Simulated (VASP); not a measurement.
# Co (P-3m1) in VASP: notebook

Co is run at these levels: PBE; tasks: single point.

All numbers are computed with VASP 6.6.1; they aren't measurements. Logs are shortened: lines on timing, memory, paths and dates and some standing lists are left out, and cuts for length are marked.

## Step 1: The cell of the first run

Symmetry: P-3m1, No. 164, trigonal system. Conventional cell: a = 2.209 Å, b = 2.209 Å, c = 3.608 Å, α = 90.00°, β = 90.00°, γ = 120.00°. Co (site symmetry 3m) has 12 Co at 2.15 to 2.27 Å within 2.8 Å.

## Step 2: Single point, PBE, collinear spin, ferromagnetic start (volume scaled by 0.7)

The input, INCAR:

```
SYSTEM = Co
ALGO = Normal ; EDIFF = 1E-7
ENCUT = 520 ; GGA = PE
ISIF = 2 ; ISMEAR = -1
ISPIN = 2 ; LASPH = .True.
LCHARG = .True. ; LELF = .True.
LMAXMIX = 4 ; LORBIT = 11
LREAL = .False. ; LVHAR = .True.
LWAVE = .False. ; MAGMOM = 2 2
NBANDS = 20 ; NELM = 150
PREC = Accurate ; SIGMA = 0.08
```

The input, KPOINTS:

```
k-points
0
Gamma
  15 15 8
  0 0 0
```

The input, POSCAR:

```
Co
1.0
    2.2085412252      0.0000000000      0.0000000000
   -1.1042706126      1.9126528064      0.0000000000
    0.0000000000      0.0000000000      3.6078110103
Co
2
Direct
    0.6666666667      0.3333333333      0.2598610000
    0.3333333333      0.6666666667      0.7401390000
```

Potentials or basis: VASP PAW PBE potentials, release 64 (Co).

On the command line:

```sh
cat potpaw_PBE.64/Co/POTCAR > POTCAR
mpirun -np 1 vasp_std > vasp.out
```

OUTCAR:

```text
SYSTEM = Co
   EDIFF = 1E-7
   ENCUT = 520
   GGA = PE
   ISIF = 2
   ISMEAR = -1
   ISPIN = 2
   LASPH = .True.
   LORBIT = 11
   LREAL = .False.
   NELM = 150
   PREC = Accurate

 ion  position               nearest neighbor table
   1  0.667  0.333  0.260-   2 2.15   2 2.15   2 2.15   2 2.27   2 2.27   2 2.27   2 3.08   2 3.08
                             2 3.08
   2  0.333  0.667  0.740-   1 2.15   1 2.15   1 2.15   1 2.27   1 2.27   1 2.27   1 3.08   1 3.08
                             1 3.08

  LATTYP: Found a hexagonal cell.
 ALAT       =     2.2085412252
 C/A-ratio  =     1.6335719565

  Lattice vectors:

 A1 = (   2.2085412252,   0.0000000000,   0.0000000000)
 A2 = (  -1.1042706126,   1.9126528064,   0.0000000000)
 A3 = (   0.0000000000,   0.0000000000,   3.6078110103)

Analysis of symmetry for initial positions (statically):
=====================================================================
 Subroutine PRICEL returns:
 Original cell was already a primitive cell.

 Routine SETGRP: Setting up the symmetry group for a
 hexagonal supercell.

 Subroutine GETGRP returns: Found 12 space group operations
 (whereof 12 operations were pure point group operations)
 out of a pool of 24 trial point group operations.

The static configuration has the point symmetry D_3d.

Analysis of symmetry for dynamics (positions and initial velocities):
=====================================================================
 Subroutine PRICEL returns:
 Original cell was already a primitive cell.

 Routine SETGRP: Setting up the symmetry group for a
 hexagonal supercell.

 Subroutine GETGRP returns: Found 12 space group operations
 (whereof 12 operations were pure point group operations)
 out of a pool of 24 trial point group operations.

The dynamic configuration has the point symmetry D_3d.

Analysis of structural, dynamic, and magnetic symmetry:
=====================================================================
 Subroutine PRICEL returns:
 Original cell was already a primitive cell.

 Routine SETGRP: Setting up the symmetry group for a
 hexagonal supercell.

 Subroutine GETGRP returns: Found 12 space group operations
 (whereof 12 operations were pure point group operations)
 out of a pool of 24 trial point group operations.

The overall configuration has the point symmetry D_3d.

 Subroutine INISYM returns: Found 12 space group operations
 (whereof 12 operations are pure point group operations),
 and found     1 'primitive' translations

----------------------------------------------------------------------------------------

                                     Primitive cell

  volume of cell :      15.2400

  direct lattice vectors                    reciprocal lattice vectors
     2.208541225  0.000000000  0.000000000     0.452787563  0.261417022  0.000000000
    -1.104270613  1.912652806  0.000000000     0.000000000  0.522834043  0.000000000
     0.000000000  0.000000000  3.607811010     0.000000000  0.000000000  0.277176381

  length of vectors
     2.208541225  2.208541225  3.607811010     0.522834043  0.522834043  0.277176381

  position of ions in fractional coordinates (direct lattice)
     0.666666667  0.333333333  0.259861000
     0.333333333  0.666666667  0.740139000

  ion indices of the primitive-cell ions
   primitive index   ion index
                 1           1
                 2           2

----------------------------------------------------------------------------------------

 KPOINTS: k-points

Automatic generation of k-mesh.
 Grid dimensions read from file:
 generate k-points for:   15   15    8

 Generating k-lattice:

  Cartesian coordinates                     Fractional coordinates (reciprocal lattice)
     0.030185838  0.017427801  0.000000000     0.066666667  0.000000000  0.000000000
     0.000000000  0.034855603  0.000000000     0.000000000  0.066666667  0.000000000
     0.000000000  0.000000000  0.034647048     0.000000000  0.000000000  0.125000000

  Length of vectors
     0.034855603  0.034855603  0.034647048

  Shift w.r.t. Gamma in fractional coordinates (k-lattice)
     0.000000000  0.000000000  0.000000000

 Subroutine IBZKPT returns following result:
 ===========================================

 Found    192 irreducible k-points:

 Following reciprocal coordinates:
            Coordinates               Weight
  0.000000  0.000000  0.000000      1.000000
  0.066667 -0.000000  0.000000      6.000000
  0.133333 -0.000000  0.000000      6.000000
  0.200000 -0.000000  0.000000      6.000000
  0.266667 -0.000000  0.000000      6.000000
  0.333333  0.000000  0.000000      6.000000
[... 16 lines left out ...]
  0.333333  0.200000  0.000000     12.000000
  0.400000  0.200000  0.000000      6.000000
 [... further k-points ...]
   k-points           NKPTS =    192   k-points in BZ     NKDIM =    192   number of bands    NBANDS=     20
   number of dos      NEDOS =    301   number of ions     NIONS =      2
   total plane-waves  NPLWV =   7168
   dimension x,y,z NGX =    16 NGY =   16 NGZ =   28
   dimension x,y,z NGXF=    32 NGYF=   32 NGZF=   56
   ions per type =               2
   NGX,Y,Z   is equivalent  to a cutoff of  12.04, 12.04, 12.90 a.u.
   NGXF,Y,Z  is equivalent  to a cutoff of  24.09, 24.09, 25.80 a.u.
 SYSTEM =  Co
   PREC   = accura    normal or accurate (medium, high low for compatibility)
   ISTART =      0    job   : 0-new  1-cont  2-samecut
   ICHARG =      2    charge: 1-file 2-atom 10-const
   ISPIN  =      2    spin polarized calculation?
   LNONCOLLINEAR =      F non collinear calculations
   LSORBIT =      F    spin-orbit coupling
   LASPH  =      T    aspherical Exc in radial PAW
   ENCUT  =  520.0 eV  38.22 Ry    6.18 a.u.   4.11  4.11  6.71*2*pi/ulx,y,z
   NELM   =    150;   NELMIN=  2; NELMDL= -5     # of ELM steps
   EDIFF  = 0.1E-06   stopping-criterion for ELM
   LREAL  =      F    real-space projection
   EDIFFG = 0.1E-05   stopping-criterion for IOM
   NSW    =      0    number of steps for IOM
   IBRION =     -1    ionic relax: 0-MD 1-quasi-New 2-CG
   NFREE  =      0    steps in history (QN), initial steepest desc. (CG)
   ISIF   =      2    stress and relaxation
   ISYM   =      2    0-nonsym 1-usesym 2-fastsym
   POTIM  = 0.5000    time-step for ionic-motion
   TEBEG  =    0.0;   TEEND  =   0.0 temperature during run
   PSTRESS=    0.0 pullay stress
   NELECT =      18.0000    total number of electrons
   NUPDOWN=      -1.0000    fix difference up-down
   EMIN   =  10.00;   EMAX   =-10.00  energy-range for DOS
   EFERMI =   0.00;   METHOD = LEGACY
   ISMEAR =    -1;   SIGMA  =   0.08  broadening in eV -4-tet -1-fermi 0-gaus
   EFERMI_NEDOS =   21; number of points for ismear=-14 and -15
   IALGO  =     38    algorithm
   IMIX   =      4    mixing-type and parameters
     AMIX     =   0.40;   BMIX     =  1.00
     AMIX_MAG =   1.60;   BMIX_MAG =  1.00
  volume/ion in A,a.u.               =       7.62        51.42
  Fermi-wavevector in a.u.,A,eV,Ry     =   1.730496  3.270163 40.744215  2.994615
  Thomas-Fermi vector in A             =   2.805041
   LORBIT       =     11    0 simple, 1 ext, 2 COOP (PROOUT), +10 PAW based schemes
   GGA     = PE    functional components
   LHFCALC =     F    Hartree Fock is set to
   AEXX    =    0.0000 exact exchange contribution
   IVDW    =     0    specifies the selected vdW correction
   LEPSILON=     F    determine dielectric tensor
   LRPA    =     F    only Hartree local field effects (RPA)
 spin polarized calculation
  energy-cutoff  :      520.00
  volume of cell :       15.24
 maximum number of plane-waves:       426
   NGX =  9   NGY =  9   NGZ = 13

 number of electron      17.9999992 magnetization       0.8108626

 Free energy of the ion-electron system (eV)
  ---------------------------------------------------
  ext. energy  EPLUGINS =         0.00000000
  ---------------------------------------------------
  free energy    TOTEN  =       -11.66587152 eV

  energy without entropy =      -11.59183874  energy(sigma->0) =      -11.62885513

 E-fermi :  16.5678     XC(G=0): -15.6373

 val. band max:       16.5663415637   @ k =  -0.1333   0.3333   0.3750
 cond. band min:      16.5698970152   @ k =  -0.1333   0.3333   0.1250
 fundamental gap:      0.0035554515
 Fermi energy:        16.5677991898

 spin component 1

 k-point     1 :       0.0000    0.0000    0.0000
  band No.  band energies     occupation
      1       5.2283      1.00000
      2       9.2910      1.00000
      3      13.2608      1.00000
      4      13.3678      1.00000
      5      13.3678      1.00000
      6      13.8884      1.00000
[... 12 lines left out ...]
     19      49.4569      0.00000
     20      49.4569      0.00000

 k-point     2 :       0.0667   -0.0000    0.0000
  band No.  band energies     occupation
      1       5.4377      1.00000
      2       9.4344      1.00000
      3      12.9995      1.00000
      4      13.4941      1.00000
      5      13.5790      1.00000
      6      13.8153      1.00000
[... 498 lines left out ...]
 k-point    24 :       0.4000    0.2000    0.0000
  band No.  band energies     occupation
      1      10.1456      1.00000
      2      10.5040      1.00000
      3      10.8053      1.00000
      4      12.2538      1.00000
      5      12.8505      1.00000
      6      13.2121      1.00000
[... 12 lines left out ...]
     19      41.9395      0.00000
     20      52.4287      0.00000

 [... further k-points ...]

 spin component 2

 k-point     1 :       0.0000    0.0000    0.0000
  band No.  band energies     occupation
      1       5.2460      1.00000
      2       9.5269      1.00000
      3      13.6568      1.00000
      4      13.7611      1.00000
      5      13.7611      1.00000
      6      14.3014      1.00000
[... 12 lines left out ...]
     19      49.5550      0.00000
     20      49.5550      0.00000

 k-point     2 :       0.0667   -0.0000    0.0000
  band No.  band energies     occupation
      1       5.4557      1.00000
      2       9.6733      1.00000
      3      13.3825      1.00000
      4      13.8895      1.00000
      5      13.9803      1.00000
      6      14.2248      1.00000
[... 498 lines left out ...]
 k-point    24 :       0.4000    0.2000    0.0000
  band No.  band energies     occupation
      1      10.4590      1.00000
      2      10.7920      1.00000
      3      11.0415      1.00000
      4      12.4770      1.00000
      5      13.2580      1.00000
      6      13.6026      1.00000
[... 12 lines left out ...]
     19      42.0397      0.00000
     20      52.8221      0.00000

 [... further k-points ...]
[... 5 lines left out ...]
  --------------------------------------------------------------------------------------
  -------------------------------------------------------------------------------------
  Total       15.2854216     15.2854216     14.6835808      0.0000000     -0.0000000      0.0000000
  in kB     1606.9507747   1606.9507749   1543.6794713      0.0000000     -0.0000000      0.0000000
  external PRESSURE =    1585.8603403 kB  Pullay stress =       0.0000000 kB

 VOLUME and BASIS-vectors are now :
 -----------------------------------------------------------------------------
  energy-cutoff  :      520.00
  volume of cell :       15.24
      direct lattice vectors                 reciprocal lattice vectors
     2.208541225  0.000000000  0.000000000     0.452787563  0.261417022  0.000000000
    -1.104270613  1.912652806  0.000000000     0.000000000  0.522834043  0.000000000
     0.000000000  0.000000000  3.607811010     0.000000000  0.000000000  0.277176381

 POSITION                                       TOTAL-FORCE (eV/Angst)
 -----------------------------------------------------------------------------------
      1.10427      0.63755      0.93753        -0.000000      0.000000     -2.304891
     -0.00000      1.27510      2.67028         0.000000     -0.000000      2.304891
 -----------------------------------------------------------------------------------
    total drift:                                0.000000      0.000000      0.000000

  FREE ENERGIE OF THE ION-ELECTRON SYSTEM (eV)
  ---------------------------------------------------
  free  energy   TOTEN  =       -11.6658715167 eV

  energy  without entropy=      -11.5918387378  energy(sigma->0) =      -11.62885513

 total charge

# of ion       s       p       d       tot
------------------------------------------
    1        0.678   0.925   7.643   9.246
    2        0.678   0.925   7.643   9.246
--------------------------------------------------
tot          1.356   1.850  15.286  18.492

 magnetization (x)

# of ion       s       p       d       tot
------------------------------------------
    1       -0.005  -0.018   0.414   0.391
    2       -0.005  -0.018   0.414   0.391
--------------------------------------------------
tot         -0.010  -0.036   0.827   0.782
```

It took 86 s on 1 thread of Intel Xeon 6975P-C (Granite Rapids), shared host; peak memory 0.19 GiB.

Results:

```
Free energy   : -11.6659 eV
Pressure      : 158.6 GPa
Largest force : 2.305 eV/Å
Net moment    : 0.81 μB per cell
Site moments  : Co +0.39 μB
```

Forces in eV/Å, atoms in the order of the input:
```
Co   0.000  0.000 -2.305
Co   0.000  0.000  2.305
```

Caveat: forces of over 1 eV/Å act on the atoms, so gaps and moduli don't describe the material at rest.

## Step 3: Single point, PBE, collinear spin, ferromagnetic start (volume scaled by 0.76)

The input, INCAR:

```
SYSTEM = Co
PREC     = Accurate       ! precision mode
ENCUT    = 520            ! plane-wave cutoff, eV
EDIFF    = 1E-7           ! SCF threshold, eV
ISMEAR   = -1             ! smearing method
SIGMA    = 0.08           ! smearing width, eV
LREAL    = .False.        ! projectors in reciprocal space
LASPH    = .True.         ! aspherical terms in the spheres
NELM     = 150            ! most SCF steps
ALGO     = Normal         ! electronic algorithm
ISIF     = 2              ! what is computed and relaxed
LWAVE    = .False.        ! write WAVECAR
LCHARG   = .False.        ! write CHGCAR
ISPIN    = 2              ! spin polarisation
MAGMOM   = 2 2            ! initial moments
LORBIT   = 11             ! projections on sites
LMAXMIX  = 4              ! l up to which the mixer works
GGA      = PE             ! functional
NBANDS   = 20             ! bands
```

The input, KPOINTS:

```
Automatic mesh
0
Gamma
  15 15 8
  0 0 0
```

The input, POSCAR:

```
Co
1.0
    2.2699207476      0.0000000000      0.0000000000
   -1.1349603738      1.9658090320      0.0000000000
    0.0000000000      0.0000000000      3.7080788767
Co
2
Direct
    0.6666666667      0.3333333333      0.2598610000
    0.3333333333      0.6666666667      0.7401390000
```

Potentials or basis: VASP PAW PBE potentials, release 64 (Co).

On the command line:

```sh
cat potpaw_PBE.64/Co/POTCAR > POTCAR
mpirun -np 1 vasp_std > vasp.out
```

Run time: 78 s. Hardware: 1 thread of Intel Xeon 6975P-C (Granite Rapids), shared host; peak memory 0.2 GiB.

It converged, with:

```
Free energy                                           : -12.7196 eV
Pressure                                              : 103.3 GPa
Largest force                                         : 1.862 eV/Å
Net moment                                            : 2.10 μB per cell
Site moments                                          : Co +1.03 μB
Valence electrons inside the program's atomic spheres : Co 8.97
```

Forces on the atoms (eV/Å):
```
Co   0.000  0.000 -1.862
Co   0.000  0.000  1.862
```

Stress tensor (GPa, compression positive):
```
105.11   0.00   0.00
  0.00 105.11   0.00
  0.00   0.00  99.57
```

Levels at points of the mesh, in eV from the Fermi level:
Spin up:
| k point | band 7 | band 8 | band 9 | band 10 | band 11 | band 12 | band 13 | band 14 |
| --- | --- | --- | --- | --- | --- | --- | --- | --- |
| (0.00, 0.00, 0.00) | -2.59 | -1.91 | -1.91 | -0.30 | -0.30 | -0.30 | 8.98 | 24.26 |
| (0.00, 0.00, 0.50) | -3.10 | -3.10 | -0.90 | -0.90 | -0.64 | -0.64 | 17.38 | 18.86 |
Spin down:
```tsv
k point	band 4	band 5	band 6	band 7	band 8	band 9	band 10	band 11	band 12	band 13
(0.00, 0.00, 0.00)	-1.99	-1.99	-1.50	-1.50	-0.71	-0.71	-0.26	0.98	0.98	9.68
(0.00, 0.00, 0.50)	-2.37	-2.07	-2.07	-2.05	-2.05	0.37	0.37	0.61	0.61	17.67
```

Caveat: forces of over 1 eV/Å act on the atoms, so gaps and moduli don't describe the material at rest.
